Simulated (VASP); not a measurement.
# Mg3O2 (Immm) in VASP: a series of runs

Runs on Mg3O2. Level: PBE. Tasks: single point, relaxation of cell and atoms.

Program: VASP 6.6.1. These are calculated values, not measurements. Logs are shortened: lines on timing, memory, paths and dates and some standing lists are left out, and cuts for length are marked.

## Step 1: The cell of the first run

The structure is orthorhombic, space group Immm (No. 71). Conventional cell: a = 3.638 Å, b = 4.973 Å, c = 11.006 Å, α = 90.00°, β = 90.00°, γ = 90.00°. Mg (site symmetry mm2) has 1 O at 1.85 Å within 2.5 Å. Within 2.4 Å of Mg (site symmetry mmm) lie 2 O at 1.82 Å. Within 2.5 Å of O (site symmetry mmm) lie 2 Mg at 1.82 Å and 2 O at 2.49 Å. O (site symmetry mmm) has 2 Mg at 1.85 Å and 2 O at 2.49 Å within 2.5 Å.

The cell was built from a structure type or drawn by symmetry, and may not be a known phase.

## Step 2: Single point, PBE

INCAR

```
  PREC = Accurate
  ENCUT = 520
  EDIFF = 1E-7
  ISMEAR = 0
  SIGMA = 0.2
  LREAL = False
  LASPH = True
  NELM = 100
  ALGO = Normal
  ISIF = 2
  LWAVE = False
  LCHARG = False
  GGA = PE
  NBANDS = 17
```

KPOINTS

```
Automatic mesh
0
Gamma
  5 5 5
```

POSCAR

```
Mg3O2
1.0
   -2.4866938740      1.8188331608      5.5031796663
    2.4866938740     -1.8188331608      5.5031796663
    2.4866938740      1.8188331608     -5.5031796663
Mg O
3 2
Direct
    0.3317987789      0.8317987789      0.5000000000
    0.6682012211      0.1682012211      0.5000000000
    0.0000000000      0.5000000000      0.5000000000
    0.5000000000      0.5000000000      0.0000000000
    0.5000000000      0.0000000000      0.5000000000
```

Potentials or basis: VASP PAW PBE potentials, release 64 (Mg, O).

Command:

```bash
> cat potpaw_PBE.64/Mg/POTCAR potpaw_PBE.64/O/POTCAR > POTCAR
> mpirun -np 1 vasp_std > vasp.out
```

OUTCAR:

```text
PREC = Accurate
   ENCUT = 520
   EDIFF = 1E-7
   ISMEAR = 0
   LREAL = False
   LASPH = True
   NELM = 100
   ISIF = 2
   GGA = PE

 ion  position               nearest neighbor table
   1  0.332  0.832  0.500-   5 1.85   2 3.57   2 3.57   2 3.57   2 3.57   3 3.59   3 3.59   3 3.59
                             3 3.59   3 3.65
   2  0.668  0.168  0.500-   5 1.85   1 3.57   1 3.57   1 3.57   1 3.57   3 3.59   3 3.59   3 3.59
                             3 3.59   3 3.65
   3  0.000  0.500  0.500-   4 1.82   4 1.82   2 3.59   1 3.59   2 3.59   2 3.59   1 3.59   1 3.59
                             2 3.59   1 3.59   1 3.65   2 3.65
   4  0.500  0.500  0.000-   3 1.82   3 1.82
   5  0.500  0.000  0.500-   1 1.85   2 1.85

  LATTYP: Found a body centered orthorhombic cell.
 ALAT       =     3.6376663216
 B/A-ratio  =     1.3671918500
 C/A-ratio  =     3.0256649070

  Lattice vectors:

 A1 = (  -2.4866938740,  -1.8188331608,   5.5031796663)
 A2 = (   2.4866938740,   1.8188331608,   5.5031796663)
 A3 = (  -2.4866938740,   1.8188331608,  -5.5031796663)

Analysis of symmetry for initial positions (statically):
=====================================================================
 Subroutine PRICEL returns:
 Original cell was already a primitive cell.

 Routine SETGRP: Setting up the symmetry group for a
 body centered orthorhombic supercell.

 Subroutine GETGRP returns: Found  8 space group operations
 (whereof  8 operations were pure point group operations)
 out of a pool of  8 trial point group operations.

The static configuration has the point symmetry D_2h.

Analysis of symmetry for dynamics (positions and initial velocities):
=====================================================================
 Subroutine PRICEL returns:
 Original cell was already a primitive cell.

 Routine SETGRP: Setting up the symmetry group for a
 body centered orthorhombic supercell.

 Subroutine GETGRP returns: Found  8 space group operations
 (whereof  8 operations were pure point group operations)
 out of a pool of  8 trial point group operations.

The dynamic configuration has the point symmetry D_2h.

 Subroutine INISYM returns: Found  8 space group operations
 (whereof  8 operations are pure point group operations),
 and found     1 'primitive' translations

----------------------------------------------------------------------------------------

                                     Primitive cell

  volume of cell :      99.5609

  direct lattice vectors                    reciprocal lattice vectors
    -2.486693874  1.818833161  5.503179666     0.000000000  0.274901520  0.090856565
     2.486693874 -1.818833161  5.503179666     0.201070186  0.000000000  0.090856565
     2.486693874  1.818833161 -5.503179666     0.201070186  0.274901520  0.000000000

  length of vectors
     6.306884090  6.306884090  6.306884090     0.289526788  0.220644817  0.340587823

  position of ions in fractional coordinates (direct lattice)
     0.331798779  0.831798779  0.500000000
     0.668201221  0.168201221  0.500000000
     0.000000000  0.500000000  0.500000000
     0.500000000  0.500000000  0.000000000
     0.500000000  0.000000000  0.500000000

  ion indices of the primitive-cell ions
   primitive index   ion index
                 1           1
                 2           2
                 3           3
                 4           4
                 5           5

----------------------------------------------------------------------------------------

 KPOINTS: Automatic mesh

Automatic generation of k-mesh.
 Grid dimensions read from file:
 generate k-points for:    5    5    5

 Generating k-lattice:

  Cartesian coordinates                     Fractional coordinates (reciprocal lattice)
     0.000000000  0.054980304  0.018171313     0.200000000  0.000000000  0.000000000
     0.040214037  0.000000000  0.018171313     0.000000000  0.200000000  0.000000000
     0.040214037  0.054980304  0.000000000     0.000000000  0.000000000  0.200000000

  Length of vectors
     0.057905358  0.044128963  0.068117565

  Shift w.r.t. Gamma in fractional coordinates (k-lattice)
     0.000000000  0.000000000  0.000000000

 Subroutine IBZKPT returns following result:
 ===========================================

 Found     27 irreducible k-points:

 Following reciprocal coordinates:
            Coordinates               Weight
  0.000000  0.000000  0.000000      1.000000
  0.200000 -0.000000  0.000000      4.000000
  0.400000  0.000000 -0.000000      4.000000
  0.000000  0.200000  0.000000      4.000000
  0.200000  0.200000  0.000000      8.000000
  0.400000  0.200000  0.000000      8.000000
[... 16 lines left out ...]
 -0.400000 -0.200000  0.200000      4.000000
 -0.200000 -0.200000  0.200000      2.000000
 [... further k-points ...]
   k-points           NKPTS =     27   k-points in BZ     NKDIM =     27   number of bands    NBANDS=     17
   number of dos      NEDOS =    301   number of ions     NIONS =      5
   total plane-waves  NPLWV = 110592
   dimension x,y,z NGX =    48 NGY =   48 NGZ =   48
   dimension x,y,z NGXF=    96 NGYF=   96 NGZF=   96
   ions per type =               3   2
   NGX,Y,Z   is equivalent  to a cutoff of  12.65, 12.65, 12.65 a.u.
   NGXF,Y,Z  is equivalent  to a cutoff of  25.31, 25.31, 25.31 a.u.
 SYSTEM =  unknown system
   PREC   = accura    normal or accurate (medium, high low for compatibility)
   ISTART =      0    job   : 0-new  1-cont  2-samecut
   ICHARG =      2    charge: 1-file 2-atom 10-const
   ISPIN  =      1    spin polarized calculation?
   LNONCOLLINEAR =      F non collinear calculations
   LSORBIT =      F    spin-orbit coupling
   LASPH  =      T    aspherical Exc in radial PAW
   ENCUT  =  520.0 eV  38.22 Ry    6.18 a.u.  11.73 11.73 11.73*2*pi/ulx,y,z
   NELM   =    100;   NELMIN=  2; NELMDL= -5     # of ELM steps
   EDIFF  = 0.1E-06   stopping-criterion for ELM
   LREAL  =      F    real-space projection
   EDIFFG = 0.1E-05   stopping-criterion for IOM
   NSW    =      0    number of steps for IOM
   IBRION =     -1    ionic relax: 0-MD 1-quasi-New 2-CG
   NFREE  =      0    steps in history (QN), initial steepest desc. (CG)
   ISIF   =      2    stress and relaxation
   ISYM   =      2    0-nonsym 1-usesym 2-fastsym
   POTIM  = 0.5000    time-step for ionic-motion
   TEBEG  =    0.0;   TEEND  =   0.0 temperature during run
   PSTRESS=    0.0 pullay stress
   NELECT =      18.0000    total number of electrons
   NUPDOWN=      -1.0000    fix difference up-down
   EMIN   =  10.00;   EMAX   =-10.00  energy-range for DOS
   EFERMI =   0.00;   METHOD = LEGACY
   ISMEAR =     0;   SIGMA  =   0.20  broadening in eV -4-tet -1-fermi 0-gaus
   EFERMI_NEDOS =   21; number of points for ismear=-14 and -15
   IALGO  =     38    algorithm
   IMIX   =      4    mixing-type and parameters
     AMIX     =   0.40;   BMIX     =  1.00
     AMIX_MAG =   1.60;   BMIX_MAG =  1.00
  volume/ion in A,a.u.               =      19.91       134.37
  Fermi-wavevector in a.u.,A,eV,Ry     =   0.925698  1.749316 11.659063  0.856917
  Thomas-Fermi vector in A             =   2.051581
   LORBIT       =      0    0 simple, 1 ext, 2 COOP (PROOUT), +10 PAW based schemes
   GGA     = PE    functional components
   LHFCALC =     F    Hartree Fock is set to
   AEXX    =    0.0000 exact exchange contribution
   IVDW    =     0    specifies the selected vdW correction
   LEPSILON=     F    determine dielectric tensor
   LRPA    =     F    only Hartree local field effects (RPA)
 non-spin polarized calculation
 Gauss-broadening in eV      SIGMA  =   0.20
  energy-cutoff  :      520.00
  volume of cell :       99.56
 maximum number of plane-waves:      2699
   NGX = 23   NGY = 23   NGZ = 23

 number of electron      18.0000000 magnetization

 Free energy of the ion-electron system (eV)
  ---------------------------------------------------
  ext. energy  EPLUGINS =         0.00000000
  ---------------------------------------------------
  free energy    TOTEN  =       -19.06145130 eV

  energy without entropy =      -19.03625292  energy(sigma->0) =      -19.04885211

 E-fermi :   1.3207     XC(G=0):  -8.1181

 val. band max:        1.2040967898   @ k =  -0.4000   0.2000   0.0000
 cond. band min:       1.4422283352   @ k =   0.2000  -0.2000   0.2000
 fundamental gap:      0.2381315454
 Fermi energy:         1.3207456113

 k-point     1 :       0.0000    0.0000    0.0000
  band No.  band energies     occupation
      1     -16.2336      2.00000
      2     -15.1425      2.00000
      3      -2.8501      2.00000
      4      -2.8024      2.00000
      5      -2.4615      2.00000
      6      -1.8874      2.00000
[... 9 lines left out ...]
     16       7.7599      0.00000
     17       9.6387      0.00000

 k-point     2 :       0.2000   -0.0000    0.0000
  band No.  band energies     occupation
      1     -16.1712      2.00000
      2     -15.1001      2.00000
      3      -2.9691      2.00000
      4      -2.7205      2.00000
      5      -2.6026      2.00000
      6      -1.5554      2.00000
[... 9 lines left out ...]
     16       8.2006      0.00000
     17       9.6139      0.00000

 k-point     3 :       0.4000    0.0000   -0.0000
  band No.  band energies     occupation
      1     -16.0694      2.00000
      2     -15.0272      2.00000
      3      -3.3599      2.00000
      4      -2.6504      2.00000
      5      -2.5774      2.00000
      6      -1.1963      2.00000
[... 9 lines left out ...]
     16       7.4102      0.00000
     17       7.7915      0.00000

 k-point     4 :       0.0000    0.2000    0.0000
  band No.  band energies     occupation
      1     -16.1442      2.00000
      2     -15.2606      2.00000
      3      -2.9612      2.00000
      4      -2.4681      2.00000
      5      -2.0298      2.00000
      6      -1.8430      2.00000
[... 9 lines left out ...]
     16       9.7356      0.00000
     17       9.8166      0.00000

 k-point     5 :       0.2000    0.2000    0.0000
  band No.  band energies     occupation
      1     -16.0817      2.00000
      2     -15.2176      2.00000
      3      -3.0437      2.00000
      4      -2.4608      2.00000
      5      -2.3892      2.00000
      6      -1.4152      2.00000
[... 9 lines left out ...]
     16       8.4388      0.00000
     17       9.5094      0.00000

 k-point     6 :       0.4000    0.2000    0.0000
  band No.  band energies     occupation
      1     -15.9821      2.00000
      2     -15.1424      2.00000
      3      -3.2306      2.00000
      4      -2.6388      2.00000
      5      -2.2422      2.00000
      6      -1.3405      2.00000
[... 9 lines left out ...]
     16       7.5365      0.00000
     17       8.3390      0.00000

 k-point     7 :      -0.4000    0.2000    0.0000
  band No.  band energies     occupation
      1     -15.9829      2.00000
      2     -15.1420      2.00000
      3      -3.2495      2.00000
      4      -2.5100      2.00000
      5      -2.2325      2.00000
      6      -1.3684      2.00000
[... 9 lines left out ...]
     16       7.4824      0.00000
     17       8.8301      0.00000

 k-point     8 :      -0.2000    0.2000   -0.0000
  band No.  band energies     occupation
      1     -16.0831      2.00000
      2     -15.2170      2.00000
      3      -2.6511      2.00000
      4      -2.6487      2.00000
      5      -2.3778      2.00000
      6      -1.5256      2.00000
[... 9 lines left out ...]
     16       8.5306      0.00000
     17       9.6216      0.00000
[... 203 lines left out ...]
      1     -16.0796      2.00000
      2     -15.2185      2.00000
      3      -3.3227      2.00000
      4      -2.4601      2.00000
      5      -2.3928      2.00000
      6      -1.2624      2.00000
[... 9 lines left out ...]
     16       8.1761      0.00000
     17       8.5884      0.00000

 k-point    20 :      -0.2000   -0.4000    0.2000
  band No.  band energies     occupation
      1     -16.1416      2.00000
      2     -15.2618      2.00000
      3      -3.4625      2.00000
      4      -2.5043      2.00000
      5      -1.8458      2.00000
      6      -1.4864      2.00000
[... 9 lines left out ...]
     16       9.2982      0.00000
     17       9.4259      0.00000

 k-point    21 :       0.2000   -0.2000    0.2000
  band No.  band energies     occupation
      1     -16.0699      2.00000
      2     -15.0272      2.00000
      3      -3.3649      2.00000
      4      -2.5733      2.00000
      5      -2.5699      2.00000
      6      -1.2244      2.00000
[... 9 lines left out ...]
     16       7.4918      0.00000
     17       8.1861      0.00000

 k-point    22 :       0.4000   -0.2000    0.2000
  band No.  band energies     occupation
      1     -16.0685      2.00000
      2     -15.0276      2.00000
      3      -3.3166      2.00000
      4      -2.8282      2.00000
      5      -2.5839      2.00000
      6      -1.1542      2.00000
[... 9 lines left out ...]
     16       7.2620      0.00000
     17       7.6544      0.00000

 k-point    23 :      -0.4000   -0.2000    0.2000
  band No.  band energies     occupation
      1     -16.1688      2.00000
      2     -15.1009      2.00000
      3      -3.3713      2.00000
      4      -2.7388      2.00000
      5      -2.5117      2.00000
      6      -1.2424      2.00000
[... 9 lines left out ...]
     16       8.5929      0.00000
     17       9.1419      0.00000

 k-point    24 :      -0.2000   -0.2000    0.2000
  band No.  band energies     occupation
      1     -16.2319      2.00000
      2     -15.1430      2.00000
      3      -3.4001      2.00000
      4      -2.8170      2.00000
      5      -1.8895      2.00000
      6      -1.7516      2.00000
[... 9 lines left out ...]
     16       8.2616      0.00000
     17       9.3737      0.00000

 [... further k-points ...]
[... 5 lines left out ...]
  --------------------------------------------------------------------------------------
  -------------------------------------------------------------------------------------
  Total        0.0400152      0.0289521      0.1368384      0.0000000      0.0000000      0.0000000
  in kB        0.6439424      0.4659099      2.2020621      0.0000000      0.0000000      0.0000000
  external PRESSURE =       1.1039715 kB  Pullay stress =       0.0000000 kB

 VOLUME and BASIS-vectors are now :
 -----------------------------------------------------------------------------
  energy-cutoff  :      520.00
  volume of cell :       99.56
      direct lattice vectors                 reciprocal lattice vectors
    -2.486693874  1.818833161  5.503179666     0.000000000  0.274901520  0.090856565
     2.486693874 -1.818833161  5.503179666     0.201070186  0.000000000  0.090856565
     2.486693874  1.818833161 -5.503179666     0.201070186  0.274901520  0.000000000

 POSITION                                       TOTAL-FORCE (eV/Angst)
 -----------------------------------------------------------------------------------
      2.48669      0.00000      3.65190         0.000000     -0.000000     -0.019543
      0.00000      1.81883      1.85128         0.000000      0.000000      0.019543
      2.48669      0.00000      0.00000        -0.000000      0.000000      0.000000
      0.00000      0.00000      5.50318        -0.000000      0.000000      0.000000
      0.00000      1.81883      0.00000        -0.000000      0.000000      0.000000
 -----------------------------------------------------------------------------------
    total drift:                               -0.000000     -0.000000      0.000000

  FREE ENERGIE OF THE ION-ELECTRON SYSTEM (eV)
  ---------------------------------------------------
  free  energy   TOTEN  =       -19.0614513009 eV

  energy  without entropy=      -19.0362529189  energy(sigma->0) =      -19.04885211
```

Wall time 73 s (1 thread of Intel Xeon Platinum 8488C (Sapphire Rapids), shared host); peak memory 0.32 GiB.

Results:

```yaml
Free_energy: -19.0615 eV
Pressure: 0.1 GPa
Largest_force: 0.020 eV/Å
Band_gap_on_the_k_mesh: zero (bands 9 and 10 overlap by 1.32 eV)
```

Forces in eV/Å, atoms in the order of the input:
```
Mg   0.000  0.000 -0.020
Mg   0.000  0.000  0.020
Mg   0.000  0.000  0.000
O    0.000  0.000  0.000
O    0.000  0.000  0.000
```

Caveat: the k points lie up to 0.36 Å⁻¹ apart, too coarse for converged energies and pressures of a metal.

[end of part 1 of 2]
